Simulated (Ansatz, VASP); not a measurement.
**Rb4O: VASP beside Ansatz**

Contents of INCAR:

```
SYSTEM = Rb4O
ALGO = Normal
EDIFF = 1E-7
ENCUT = 520
GGA = PE
ISIF = 2
ISMEAR = 0
ISPIN = 2
LASPH = .True.
LCHARG = .True.
LELF = .True.
LORBIT = 11
LREAL = .False.
LVHAR = .True.
LWAVE = .False.
MAGMOM = 0 0 0 0 1
NBANDS = 33
NELM = 150
PREC = Accurate
SIGMA = 0.1
```

The input KPOINTS:

```
k-points
0
Gamma
  4 4 4
  0 0 0
```

Contents of POSCAR:

```
Rb4O
1.0
   -3.7872047100      3.7872047100      3.3875875800
    3.7872047100     -3.7872047100      3.3875875800
    3.7872047100      3.7872047100     -3.3875875800
Rb O
4 1
Direct
    0.5000000000      0.2344711200      0.7344711200
    0.5000000000      0.7655288800      0.2655288800
    0.2344711200      0.5000000000      0.7344711200
    0.7655288800      0.5000000000      0.2655288800
    0.5000000000      0.5000000000      0.0000000000
```

Input for Ansatz:

```yaml
crystal:
  lattice:
    - [-3.78720471, 3.78720471, 3.38758758]
    - [3.78720471, -3.78720471, 3.38758758]
    - [3.78720471, 3.78720471, -3.38758758]
  atoms:
    - { symbol: Rb, position: [0.5, 0.23447112, 0.73447112] }
    - { symbol: Rb, position: [0.5, 0.76552888, 0.26552888] }
    - { symbol: Rb, position: [0.23447112, 0.5, 0.73447112] }
    - { symbol: Rb, position: [0.76552888, 0.5, 0.26552888] }
    - { symbol: O, position: [0.5, 0.5, 0.0], spin: 1.0 }
basis:
  ecutwfc: 420
kpoints:
  mp_grid: { grid: [4, 4, 4] }
hamiltonian:
  xc: pbe
scf:
  occupations: { method: gaussian, width: 0.1 }
  lower_state_search: "off"
output:
  forces: true
  stress: true
  eigenvalues: true
  populations: true
magnetization:
  spin_polarized: true
```

Alike in both runs: task single point; functional PBE; k mesh 4 × 4 × 4; occupations gaussian, width 0.1 eV; collinear spin.

|  | VASP | Ansatz |
| --- | --- | --- |
| version | VASP 6.6.1 | Ansatz 0.2.0 |
| potentials or method | VASP PAW PBE potentials, release 64 (Rb_sv, O), cutoff 520 eV | scalar-relativistic, plane waves, PAW |
| valence electrons in the cell | 42 | 42 |

|  | VASP | Ansatz | Ansatz less VASP |
| --- | --- | --- | --- |
| gap on the k mesh at the Fermi level (eV) | none | none | - |
| pressure (GPa) | 19.2 | 18.5 | -0.78 |
| traceless stress, the component that is largest in VASP (GPa) | -17.18 | -16.37 | +0.811 |
| rms of the force components (eV/Å) | 3.819 | 3.631 | -0.1881 |
| net moment per atom (μB) | 0.00 | 0.00 | 0.000 |

Atom by atom the forces differ by 0.188 eV/Å (rms over components). A gap of «none» marks a metal or a gap that the smearing closes. Ansatz's warnings: seeded moment not kept.
